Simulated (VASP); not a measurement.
Write the native input for VASP 6.6.1 that does the following.

* Task: relaxation of cell and atoms
* Functional: PBE
* Potentials or basis: VASP PAW PBE potentials, release 64 (Ge_d, Sb, Te)
* Cutoff: 600 eV
* k mesh: 4 × 4 × 2
* Occupations: gaussian, width 0.1 eV
* Spin: no spin polarisation
* Dipole correction: no
* Further INCAR settings: ALGO = Normal; EDIFF = 1e-06; IBRION = 2; EDIFFG = -0.04; NSW = 90; ISIF = 3

The structure of GeSbTe3 lies in POSCAR:

```
GeSbTe3
1.0
    3.9505604300      0.0000000000      0.0000000000
    0.0000000000      3.9505604300      0.0000000000
    0.0000000000      0.0000000000      9.3584864900
Ge Sb Te
1 1 3
Direct
    0.0000000000      0.0000000000      0.0000000000
    0.5000000000      0.5000000000      0.5000000000
    0.5000000000      0.5000000000      0.2127596700
    0.5000000000      0.5000000000      0.7872403300
    0.0000000000      0.0000000000      0.5000000000
```

The cell was built from a structure type or drawn by symmetry, and may not be a known phase.

The input as run:

INCAR

```
SYSTEM = GeSbTe3
PREC     = Accurate       ! precision mode
ENCUT    = 600            ! plane-wave cutoff, eV
EDIFF    = 1E-6           ! SCF threshold, eV
ISMEAR   = 0              ! smearing method
SIGMA    = 0.1            ! smearing width, eV
LREAL    = .FALSE.        ! projectors in reciprocal space
LASPH    = .TRUE.         ! aspherical terms in the spheres
NELM     = 80             ! most SCF steps
ALGO     = Normal         ! electronic algorithm
ISIF     = 3              ! what is computed and relaxed
LWAVE    = .FALSE.        ! write WAVECAR
LCHARG   = .FALSE.        ! write CHGCAR
GGA      = PE             ! functional
IBRION   = 2              ! ionic algorithm
NSW      = 90             ! ionic steps
EDIFFG   = -0.04          ! ionic threshold
```

KPOINTS

```
Automatic mesh
0
G
  4 4 2
  0 0 0
```

Potentials or basis: VASP PAW PBE potentials, release 64 (Ge_d, Sb, Te).

Launch:

```console
$ cat potpaw_PBE.64/Ge_d/POTCAR potpaw_PBE.64/Sb/POTCAR potpaw_PBE.64/Te/POTCAR > POTCAR
$ mpirun -np 1 vasp_std > vasp.out
```

Results of the run:

- Relaxed volume: 31.83 Å³/atom
- Relaxed cell: a = 4.218 Å, b = 4.218 Å, c = 8.942 Å, α = 90.00°, β = 90.00°, γ = 90.00°
- Space group after relaxing (to 0.1 Å): P4/mmm (No. 123)
- Energy gained by relaxing: 395.8 meV/atom
- Ionic steps: 18
- Pressure after relaxing: 0.1 GPa
- Largest force after relaxing: 0.012 eV/Å
- Band gap on the k mesh: zero (an odd number of electrons rules out a gap without spin polarisation)

Caveat: the k points lie up to 0.37 Å⁻¹ apart in the final cell, too coarse for converged energies and pressures of a metal; spin-orbit coupling is left out, which moves the levels of the heavy elements.

Wall time 14 min on 1 thread of Intel Xeon 8259CL (shared host), peak memory 0.32 GiB.
